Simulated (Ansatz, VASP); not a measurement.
**One calculation of Te2Mo, two programs**

POSCAR

```
Te2Mo
1.0
    3.5415000168      0.0000000000      0.0000000000
   -1.7707500084      3.0670289820      0.0000000000
    0.0000000000      0.0000000000     14.0661430943
Te Mo
4 2
Direct
    0.6666666667      0.3333333333      0.3790000000
    0.3333333333      0.6666666667      0.8790000000
    0.6666666667      0.3333333333      0.1210000000
    0.3333333333      0.6666666667      0.6210000000
    0.6666666667      0.3333333333      0.7500000000
    0.3333333333      0.6666666667      0.2500000000
```

The input INCAR.step1:

```
SYSTEM = Te2Mo
ALGO     = Normal         ! electronic algorithm
EDIFF    = 1E-4           ! SCF threshold, eV
ENCUT    = 520            ! plane-wave cutoff, eV
GGA      = PE             ! functional
ISMEAR   = -1             ! smearing method
LASPH    = .TRUE.         ! aspherical terms in the spheres
LCHARG   = .FALSE.        ! write CHGCAR
LREAL    = .FALSE.        ! projectors in reciprocal space
LWAVE    = .TRUE.         ! write WAVECAR
NBANDS   = 35             ! bands
NELM     = 60             ! most SCF steps
PREC     = Accurate       ! precision mode
SIGMA    = 0.05           ! smearing width, eV
```

Contents of INCAR.step2:

```
SYSTEM = Te2Mo
ALGO     = Normal         ! electronic algorithm
BPARAM   = 11.95        
CPARAM   = 0.0093       
EDIFF    = 1E-7           ! SCF threshold, eV
ENCUT    = 520            ! plane-wave cutoff, eV
ISIF     = 2              ! what is computed and relaxed
ISMEAR   = -1             ! smearing method
ISTART   = 1            
IVDW_NL  = 2            
LASPH    = .TRUE.         ! aspherical terms in the spheres
LCHARG   = .FALSE.        ! write CHGCAR
LMIXTAU  = .TRUE.       
LREAL    = .FALSE.        ! projectors in reciprocal space
LUSE_VDW = .TRUE.       
LWAVE    = .FALSE.        ! write WAVECAR
METAGGA  = R2SCAN         ! meta-GGA
NBANDS   = 35             ! bands
NELM     = 60             ! most SCF steps
PREC     = Accurate       ! precision mode
SIGMA    = 0.05           ! smearing width, eV
```

KPOINTS

```
k-points
0
G
  9 9 2
  0 0 0
```

The input input.yaml:

```yaml
crystal:
  lattice:
    - [3.5415000168, 0.0, 0.0]
    - [-1.7707500084, 3.067028982, 0.0]
    - [0.0, 0.0, 14.0661430943]
  atoms:
    - { symbol: Te, position: [0.6666666667, 0.3333333333, 0.379] }
    - { symbol: Te, position: [0.3333333333, 0.6666666667, 0.879] }
    - { symbol: Te, position: [0.6666666667, 0.3333333333, 0.121] }
    - { symbol: Te, position: [0.3333333333, 0.6666666667, 0.621] }
    - { symbol: Mo, position: [0.6666666667, 0.3333333333, 0.75] }
    - { symbol: Mo, position: [0.3333333333, 0.6666666667, 0.25] }
hamiltonian:
  xc: r2scan
  pseudopotentials: { kind: paw }
  dispersion: rvv10
kpoints:
  mp_grid: { grid: [9, 9, 2] }
scf:
  occupations: { method: fermi_dirac, width: 0.05 }
output:
  forces: true
  stress: true
  eigenvalues: true
```

Alike in both runs: task single point; functional r2SCAN; dispersion rVV10; k mesh 9 × 9 × 2; occupations fermi-dirac, width 0.05 eV; no spin polarisation.

|  | VASP | Ansatz |
| --- | --- | --- |
| version | VASP 6.6.1 | Ansatz 0.2.0 |
| potentials or method | VASP PAW PBE potentials, release 64 (Te, Mo_sv) | Ansatz PAW |
| plane-wave cutoff (eV) | 520 | 500 |
| valence electrons in the cell | 52 | 92 |

VASP gave:

| Item | Value |
| --- | --- |
| gap on the k mesh at the Fermi level (eV) | 0.88 |
| least direct gap on the mesh (eV) | 1.10 |
| pressure (GPa) | -0.6 |
| traceless stress, the component that is largest in VASP (GPa) | -0.65 |
| rms of the force components (eV/Å) | 0.125 |

Task: What did Ansatz give for the same quantities?

Result: gap on the k mesh at the Fermi level (eV): 0.88; least direct gap on the mesh (eV): 1.10; pressure (GPa): -1.0; traceless stress, the component that is largest in VASP (GPa): -0.71; rms of the force components (eV/Å): 0.147.

VASP's potentials were made for PBE, not for r2SCAN. Atom by atom the forces differ by 0.022 eV/Å (rms over components). VASP's potentials hold 52 valence electrons a cell and Ansatz's 92, so a difference there can come from the potentials and not from the codes.

Spin-orbit coupling is off throughout. Noted on Ansatz's run: odd divisions of the mesh miss points on the zone boundary, where band edges often lie, so the gap on the mesh can be too wide.
